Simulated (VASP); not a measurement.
# Mg3Te (I4/mmm) in VASP: further runs

Runs on Mg3Te. Level: PBE. Tasks: single point.

All numbers are computed with VASP 6.6.1; they aren't measurements. Logs are shortened: lines on timing, memory, paths and dates and some standing lists are left out, and cuts for length are marked.

## 1. The cell of the first run

Symmetry: I4/mmm, No. 139, tetragonal system. Conventional cell: a = 4.412 Å, b = 4.412 Å, c = 9.942 Å, α = 90.00°, β = 90.00°, γ = 90.00°. Within 4.1 Å of Mg (site symmetry 4/mmm) lie 4 Te at 3.12 Å and 8 Mg at 3.32 Å. Within 4.1 Å of Mg (site symmetry -4m2) lie 8 Mg at 3.12 to 3.32 Å and 4 Te at 3.32 Å. Within 4.1 Å of Te (site symmetry 4/mmm) lie 12 Mg at 3.12 to 3.32 Å.

## 2. Single point, PBE (strained)

The input, INCAR:

```
SYSTEM = Mg3Te
ALGO     = Fast           ! electronic algorithm
EDIFF    = 1E-6           ! SCF threshold, eV
ENCUT    = 520            ! plane-wave cutoff, eV
GGA      = PE             ! functional
ISIF     = 2              ! what is computed and relaxed
ISMEAR   = 0              ! smearing method
LASPH    = .TRUE.         ! aspherical terms in the spheres
LCHARG   = .FALSE.        ! write CHGCAR
LREAL    = .FALSE.        ! projectors in reciprocal space
LWAVE    = .FALSE.        ! write WAVECAR
NBANDS   = 14             ! bands
NELM     = 100            ! most SCF steps
PREC     = Accurate       ! precision mode
SIGMA    = 0.1            ! smearing width, eV
```

The input, KPOINTS:

```
k-points
0
G
  14 14 14
  0 0 0
```

The input, POSCAR:

```
Mg3Te
1.0
   -2.2058299152      2.2058299152      4.9711909822
    2.2058299152     -2.2058299152      4.9711909822
    2.2058299152      2.2058299152     -4.9711909822
Mg Te
3 1
Direct
    0.5000000000      0.5000000000      0.0000000000
    0.7500000000      0.2500000000      0.5000000000
    0.2500000000      0.7500000000      0.5000000000
    0.0000000000      0.0000000000      0.0000000000
```

Potentials or basis: VASP PAW PBE potentials, release 64 (Mg, Te).

Started as:

```bash
cat potpaw_PBE.64/Mg/POTCAR potpaw_PBE.64/Te/POTCAR > POTCAR
mpirun -np 1 vasp_std > vasp.out
```

OUTCAR:

```text
SYSTEM = Mg3Te
   EDIFF = 1E-6
   ENCUT = 520
   GGA = PE
   ISIF = 2
   ISMEAR = 0
   LASPH = .TRUE.
   LREAL = .FALSE.
   NELM = 100
   PREC = Accurate

 ion  position               nearest neighbor table
   1  0.500  0.500  0.000-   4 3.12   4 3.12   4 3.12   4 3.12   3 3.32   2 3.32   3 3.32   2 3.32
                             3 3.32   3 3.32   2 3.32   2 3.32
   2  0.750  0.250  0.500-   3 3.12   3 3.12   3 3.12   3 3.12   4 3.32   1 3.32   4 3.32   4 3.32
                             1 3.32   1 3.32   4 3.32   1 3.32
   3  0.250  0.750  0.500-   2 3.12   2 3.12   2 3.12   2 3.12   4 3.32   1 3.32   4 3.32   1 3.32
                             4 3.32   4 3.32   1 3.32   1 3.32
   4  0.000  0.000  0.000-   1 3.12   1 3.12   1 3.12   1 3.12   3 3.32   2 3.32   3 3.32   3 3.32
                             2 3.32   2 3.32   3 3.32   2 3.32

  LATTYP: Found a body centered tetragonal cell.
 ALAT       =     4.4116598304
 C/A-ratio  =     2.2536601521

  Lattice vectors:

 A1 = (  -2.2058299152,   2.2058299152,   4.9711909822)
 A2 = (   2.2058299152,  -2.2058299152,   4.9711909822)
 A3 = (   2.2058299152,   2.2058299152,  -4.9711909822)

Analysis of symmetry for initial positions (statically):
=====================================================================
 Subroutine PRICEL returns:
 Original cell was already a primitive cell.

 Routine SETGRP: Setting up the symmetry group for a
 body centered tetragonal supercell.

 Subroutine GETGRP returns: Found 16 space group operations
 (whereof 16 operations were pure point group operations)
 out of a pool of 16 trial point group operations.

The static configuration has the point symmetry D_4h.

Analysis of symmetry for dynamics (positions and initial velocities):
=====================================================================
 Subroutine PRICEL returns:
 Original cell was already a primitive cell.

 Routine SETGRP: Setting up the symmetry group for a
 body centered tetragonal supercell.

 Subroutine GETGRP returns: Found 16 space group operations
 (whereof 16 operations were pure point group operations)
 out of a pool of 16 trial point group operations.

The dynamic configuration has the point symmetry D_4h.

 Subroutine INISYM returns: Found 16 space group operations
 (whereof 16 operations are pure point group operations),
 and found     1 'primitive' translations

----------------------------------------------------------------------------------------

                                     Primitive cell

  volume of cell :      96.7530

  direct lattice vectors                    reciprocal lattice vectors
    -2.205829915  2.205829915  4.971190982     0.000000000  0.226672055  0.100579519
     2.205829915 -2.205829915  4.971190982     0.226672055  0.000000000  0.100579519
     2.205829915  2.205829915 -4.971190982     0.226672055  0.226672055  0.000000000

  length of vectors
     5.868910547  5.868910547  5.868910547     0.247984798  0.247984798  0.320562694

  position of ions in fractional coordinates (direct lattice)
     0.500000000  0.500000000  0.000000000
     0.750000000  0.250000000  0.500000000
     0.250000000  0.750000000  0.500000000
     0.000000000  0.000000000  0.000000000

  ion indices of the primitive-cell ions
   primitive index   ion index
                 1           1
                 2           2
                 3           3
                 4           4

----------------------------------------------------------------------------------------

 KPOINTS: k-points

Automatic generation of k-mesh.
 Grid dimensions read from file:
 generate k-points for:   14   14   14

 Generating k-lattice:

  Cartesian coordinates                     Fractional coordinates (reciprocal lattice)
     0.000000000  0.016190861  0.007184251     0.071428571  0.000000000 -0.000000000
     0.016190861  0.000000000  0.007184251     0.000000000  0.071428571 -0.000000000
     0.016190861  0.016190861  0.000000000     0.000000000  0.000000000  0.071428571

  Length of vectors
     0.017713200  0.017713200  0.022897335

  Shift w.r.t. Gamma in fractional coordinates (k-lattice)
     0.000000000  0.000000000  0.000000000

 Subroutine IBZKPT returns following result:
 ===========================================

 Found    244 irreducible k-points:

 Following reciprocal coordinates:
            Coordinates               Weight
  0.000000  0.000000  0.000000      1.000000
  0.071429 -0.000000  0.000000      8.000000
  0.142857  0.000000  0.000000      8.000000
  0.214286  0.000000  0.000000      8.000000
  0.285714 -0.000000  0.000000      8.000000
  0.357143  0.000000  0.000000      8.000000
[... 16 lines left out ...]
  0.214286  0.142857  0.000000     16.000000
  0.285714  0.142857 -0.000000     16.000000
 [... further k-points ...]
   k-points           NKPTS =    244   k-points in BZ     NKDIM =    244   number of bands    NBANDS=     14
   number of dos      NEDOS =    301   number of ions     NIONS =      4
   total plane-waves  NPLWV = 110592
   dimension x,y,z NGX =    48 NGY =   48 NGZ =   48
   dimension x,y,z NGXF=    96 NGYF=   96 NGZF=   96
   ions per type =               3   1
   NGX,Y,Z   is equivalent  to a cutoff of  13.60, 13.60, 13.60 a.u.
   NGXF,Y,Z  is equivalent  to a cutoff of  27.19, 27.19, 27.19 a.u.
 SYSTEM =  Mg3Te
   PREC   = accura    normal or accurate (medium, high low for compatibility)
   ISTART =      0    job   : 0-new  1-cont  2-samecut
   ICHARG =      2    charge: 1-file 2-atom 10-const
   ISPIN  =      1    spin polarized calculation?
   LNONCOLLINEAR =      F non collinear calculations
   LSORBIT =      F    spin-orbit coupling
   LASPH  =      T    aspherical Exc in radial PAW
   ENCUT  =  520.0 eV  38.22 Ry    6.18 a.u.  10.91 10.91 10.91*2*pi/ulx,y,z
   NELM   =    100;   NELMIN=  2; NELMDL= -5     # of ELM steps
   EDIFF  = 0.1E-05   stopping-criterion for ELM
   LREAL  =      F    real-space projection
   EDIFFG = 0.1E-04   stopping-criterion for IOM
   NSW    =      0    number of steps for IOM
   IBRION =     -1    ionic relax: 0-MD 1-quasi-New 2-CG
   NFREE  =      0    steps in history (QN), initial steepest desc. (CG)
   ISIF   =      2    stress and relaxation
   ISYM   =      2    0-nonsym 1-usesym 2-fastsym
   POTIM  = 0.5000    time-step for ionic-motion
   TEBEG  =    0.0;   TEEND  =   0.0 temperature during run
   PSTRESS=    0.0 pullay stress
   NELECT =      12.0000    total number of electrons
   NUPDOWN=      -1.0000    fix difference up-down
   EMIN   =  10.00;   EMAX   =-10.00  energy-range for DOS
   EFERMI =   0.00;   METHOD = LEGACY
   ISMEAR =     0;   SIGMA  =   0.10  broadening in eV -4-tet -1-fermi 0-gaus
   EFERMI_NEDOS =   21; number of points for ismear=-14 and -15
   IALGO  =     68    algorithm
   IMIX   =      4    mixing-type and parameters
     AMIX     =   0.40;   BMIX     =  1.00
     AMIX_MAG =   1.60;   BMIX_MAG =  1.00
  volume/ion in A,a.u.               =      24.19       163.23
  Fermi-wavevector in a.u.,A,eV,Ry     =   0.816420  1.542811  9.068854  0.666542
  Thomas-Fermi vector in A             =   1.926685
   LORBIT       =      0    0 simple, 1 ext, 2 COOP (PROOUT), +10 PAW based schemes
   GGA     = PE    functional components
   LHFCALC =     F    Hartree Fock is set to
   AEXX    =    0.0000 exact exchange contribution
   IVDW    =     0    specifies the selected vdW correction
   LEPSILON=     F    determine dielectric tensor
   LRPA    =     F    only Hartree local field effects (RPA)
 non-spin polarized calculation
 RMM-DIIS sequential band-by-band and
 Gauss-broadening in eV      SIGMA  =   0.10
  energy-cutoff  :      520.00
  volume of cell :       96.75
 maximum number of plane-waves:      2632
 NGX is ok and might be reduce to    48
   NGX = 21   NGY = 21   NGZ = 21

 number of electron      12.0000000 magnetization

 Free energy of the ion-electron system (eV)
  ---------------------------------------------------
  ext. energy  EPLUGINS =         0.00000000
  ---------------------------------------------------
  free energy    TOTEN  =        -8.28524533 eV

  energy without entropy =       -8.27552896  energy(sigma->0) =       -8.28038714

 E-fermi :   4.5904     XC(G=0):  -8.9410

 val. band max:        4.5897322218   @ k =  -0.3571   0.5000   0.2857
 cond. band min:       4.5920978087   @ k =  -0.0714  -0.1429   0.0714
 fundamental gap:      0.0023655869
 Fermi energy:         4.5903544795

 k-point     1 :       0.0000    0.0000    0.0000
  band No.  band energies     occupation
      1      -7.6517      2.00000
      2       0.5013      2.00000
      3       0.6129      2.00000
      4       1.8063      2.00000
      5       1.8063      2.00000
      6       4.9381      0.00000
      7       5.5394      0.00000
      8       5.8200      0.00000
      9       5.8200      0.00000
     10       6.0973      0.00000
     11       7.6989      0.00000
     12      10.2702      0.00000
     13      10.2702      0.00000
     14      10.5679      0.00000

 k-point     2 :       0.0714   -0.0000    0.0000
  band No.  band energies     occupation
      1      -7.6320      2.00000
      2       0.2238      2.00000
      3       0.7964      2.00000
      4       1.7877      2.00000
      5       1.8205      2.00000
      6       4.8543      0.00019
      7       5.1722      0.00000
      8       5.8718      0.00000
      9       6.2109      0.00000
     10       6.2703      0.00000
     11       8.0389      0.00000
     12       9.5124      0.00000
     13      10.0097      0.00000
     14      11.4008      0.00000
[... 343 lines left out ...]
      1      -7.4036      2.00000
      2      -0.7015      2.00000
      3       0.5083      2.00000
      4       1.0772      2.00000
      5       2.7800      2.00000
      6       4.2972      1.99997
      7       5.0313      0.00000
      8       6.4819      0.00000
      9       6.7836      0.00000
     10       7.6172      0.00000
     11       8.6495      0.00000
     12       9.6639      0.00000
     13      10.3779      0.00000
     14      10.9271      0.00000

 k-point    24 :       0.2857    0.1429   -0.0000
  band No.  band energies     occupation
      1      -7.3066      2.00000
      2      -0.9205      2.00000
      3       0.2381      2.00000
      4       1.1415      2.00000
      5       2.6802      2.00000
      6       4.4430      1.96281
      7       5.1913      0.00000
      8       6.3702      0.00000
      9       6.8712      0.00000
     10       8.2808      0.00000
     11       8.4641      0.00000
     12       9.4736      0.00000
     13       9.9965      0.00000
     14      10.7115      0.00000

 [... further k-points ...]

------------------------ aborting loop because EDIFF is reached ----------------------------------------

  FORCE on cell =-STRESS in cart. coord.  units (eV):
  Direction    XX          YY          ZZ          XY          YZ          ZX
  --------------------------------------------------------------------------------------
  -------------------------------------------------------------------------------------
  Total       -0.4383167     -0.4383167      0.3721320      0.0000000      0.0000000      0.0000000
  in kB       -7.2582868     -7.2582868      6.1623039      0.0000000      0.0000000      0.0000000
  external PRESSURE =      -2.7847566 kB  Pullay stress =       0.0000000 kB

 VOLUME and BASIS-vectors are now :
 -----------------------------------------------------------------------------
  energy-cutoff  :      520.00
  volume of cell :       96.75
      direct lattice vectors                 reciprocal lattice vectors
    -2.205829915  2.205829915  4.971190982     0.000000000  0.226672055  0.100579519
     2.205829915 -2.205829915  4.971190982     0.226672055  0.000000000  0.100579519
     2.205829915  2.205829915 -4.971190982     0.226672055  0.226672055  0.000000000

 POSITION                                       TOTAL-FORCE (eV/Angst)
 -----------------------------------------------------------------------------------
      0.00000      0.00000      4.97119        -0.000000      0.000000      0.000000
      0.00000      2.20583      2.48560         0.000000     -0.000000     -0.000000
      2.20583      0.00000      2.48560        -0.000000      0.000000      0.000000
      0.00000      0.00000      0.00000        -0.000000      0.000000      0.000000
 -----------------------------------------------------------------------------------
    total drift:                                0.000000     -0.000000     -0.000000

  FREE ENERGIE OF THE ION-ELECTRON SYSTEM (eV)
  ---------------------------------------------------
  free  energy   TOTEN  =        -8.2852453310 eV

  energy  without entropy=       -8.2755289586  energy(sigma->0) =       -8.28038714
```

It took 5.1 min on 1 thread of AMD EPYC 9R45 (Zen 5), shared host; peak memory 0.54 GiB.

What came out:

```
Free energy            : -8.2852 eV
Pressure               : -0.3 GPa
Band gap on the k mesh : zero (bands 6 and 7 overlap by 1.90 eV)
```

Stress tensor (GPa, compression positive):
```
-0.73  0.00  0.00
 0.00 -0.73  0.00
 0.00  0.00  0.62
```

Levels at points of the mesh, in eV from the Fermi level:
```csv
k point,band 3,band 4,band 5,band 6,band 7,band 8,band 9,band 10
"(0.00, 0.00, 0.00)",-3.98,-2.78,-2.78,0.35,0.95,1.23,1.23,1.51
"(0.50, 0.00, 0.00)",-4.24,-2.97,-2.44,0.66,0.73,1.81,2.58,3.07
"(0.50, 0.50, 0.00)",-4.75,-3.79,-2.73,-1.70,0.04,1.34,1.58,1.84
"(0.50, 0.50, 0.50)",-3.08,-3.08,-1.82,0.67,0.88,3.26,3.26,4.03
```

Caveat: the cell differs from its parent crystal (strained); spin-orbit coupling is left out, which moves the levels of the heavy elements.

## 3. Single point, PBE (strained)

The input, INCAR:

```
SYSTEM = Mg3Te
PREC = Accurate ; ENCUT = 520
EDIFF = 1E-6 ; ISMEAR = 0
SIGMA = 0.1 ; LREAL = .FALSE.
LASPH = .TRUE. ; NELM = 80
ALGO = Fast ; ISIF = 2
LWAVE = .FALSE. ; LCHARG = .TRUE.
GGA = PE ; LELF = .TRUE.
LVHAR = .TRUE. ; NBANDS = 14
```

The input, KPOINTS:

```
regular mesh
0
G
  14 14 14
  0 0 0
```

The input, POSCAR:

```
Mg3Te
1.0
   -2.1449437296      2.1449437296      5.4547499337
    2.1449437296     -2.1449437296      5.4547499337
    2.1449437296      2.1449437296     -5.4547499337
Mg Te
3 1
Direct
    0.5000000000      0.5000000000      0.0000000000
    0.7500000000      0.2500000000      0.5000000000
    0.2500000000      0.7500000000      0.5000000000
    0.0000000000      0.0000000000      0.0000000000
```

Potentials or basis: VASP PAW PBE potentials, release 64 (Mg, Te).

Started as:

```bash
cat potpaw_PBE.64/Mg/POTCAR potpaw_PBE.64/Te/POTCAR > POTCAR
mpirun -np 1 vasp_std > vasp.out
```

Wall time 5.3 min (1 thread of AMD EPYC 9R45 (Zen 5), shared host); peak memory 0.55 GiB.

It converged, with:

- Free energy: -8.2958 eV
- Pressure: -1.0 GPa
- Band gap on the k mesh: zero (bands 6 and 7 overlap by 1.66 eV)

Stress tensor (GPa, compression positive):
```
-1.16  0.00  0.00
 0.00 -1.16  0.00
 0.00  0.00 -0.84
```

Levels at points of the mesh, in eV from the Fermi level:
| k point | band 3 | band 4 | band 5 | band 6 | band 7 | band 8 | band 9 | band 10 |
| --- | --- | --- | --- | --- | --- | --- | --- | --- |
| (0.00, 0.00, 0.00) | -4.08 | -2.49 | -2.49 | 0.22 | 1.32 | 1.67 | 1.67 | 1.94 |
| (0.50, 0.00, 0.00) | -4.11 | -3.02 | -2.03 | 0.03 | 0.95 | 2.43 | 2.53 | 2.98 |
| (0.50, 0.50, 0.00) | -4.63 | -3.37 | -2.46 | -1.45 | -0.16 | 0.75 | 0.94 | 1.63 |
| (0.50, 0.50, 0.50) | -2.66 | -2.66 | -1.42 | 0.21 | 1.33 | 3.10 | 3.12 | 3.12 |

Caveat: the cell differs from its parent crystal (strained); spin-orbit coupling is left out, which moves the levels of the heavy elements.

## 4. Single point, PBE (strained)

The input, INCAR:

```
SYSTEM = Mg3Te
PREC = Accurate
ENCUT = 520
EDIFF = 1E-7
ISMEAR = 0
SIGMA = 0.1
LREAL = .FALSE.
LASPH = .TRUE.
NELM = 80
ALGO = Fast
ISIF = 2
LWAVE = .FALSE.
LCHARG = .FALSE.
GGA = PE
NBANDS = 14
```

KPOINTS is that of step 3.

The input, POSCAR:

```
Mg3Te
1.0
   -2.1632352576      2.1632352576      5.4206778861
    2.1632352576     -2.1632352576      5.4206778861
    2.1632352576      2.1632352576     -5.4206778861
Mg Te
3 1
Direct
    0.5000000000      0.5000000000      0.0000000000
    0.7500000000      0.2500000000      0.5000000000
    0.2500000000      0.7500000000      0.5000000000
    0.0000000000      0.0000000000      0.0000000000
```

Started as:

```bash
cat potpaw_PBE.64/Mg/POTCAR potpaw_PBE.64/Te/POTCAR > POTCAR
mpirun -np 1 vasp_std > vasp.out
```

It took 6.7 min on 1 thread of AMD EPYC 9R45 (Zen 5), shared host; peak memory 0.56 GiB.

It converged, with:

- Free energy: -8.2847 eV
- Pressure: -1.5 GPa
- Band gap on the k mesh: zero (bands 6 and 7 overlap by 1.64 eV)

Stress tensor (GPa, compression positive):
```
-1.66  0.00  0.00
 0.00 -1.66  0.00
 0.00  0.00 -1.20
```

Levels at points of the mesh, in eV from the Fermi level:
```
           k point  band 4  band 5  band 6  band 7  band 8  band 9
(0.00, 0.00, 0.00)   -2.50   -2.50    0.19    1.27    1.61    1.61
(0.50, 0.00, 0.00)   -2.99   -2.06    0.10    0.93    2.34    2.57
(0.50, 0.50, 0.00)   -3.38   -2.47   -1.47   -0.13    0.77    1.00
(0.50, 0.50, 0.50)   -2.68   -1.49    0.28    1.27    3.10    3.10
```

Caveat: the cell differs from its parent crystal (strained); spin-orbit coupling is left out, which moves the levels of the heavy elements.

## 5. The runs side by side

| cell | further INCAR settings | gap on the mesh (eV) | pressure (GPa) |
| --- | --- | --- | --- |
| a = 5.869 Å, angles 135.8, 135.8, 64.2°, 4 atoms | ALGO = Fast; EDIFF = 1e-06; NBANDS = 14 | none | -0.3 |
| a = 6.241 Å, angles 139.8, 139.8, 58.2°, 4 atoms | ALGO = Fast; EDIFF = 1e-06; NBANDS = 14 | none | -1.0 |
| a = 6.224 Å, angles 139.3, 139.3, 58.9°, 4 atoms | ALGO = Fast; EDIFF = 1e-07; NBANDS = 14 | none | -1.5 |

Alike in all rows: task single point; level PBE; potentials or basis VASP PAW PBE potentials, release 64 (Mg, Te); no spin polarisation; k mesh 14 × 14 × 14; cutoff (eV) 520; smearing gaussian 0.1 eV.

Caveats: spin-orbit coupling is left out, which moves the levels of the heavy elements.

Absolute energies hang on the potentials; compare differences alone.
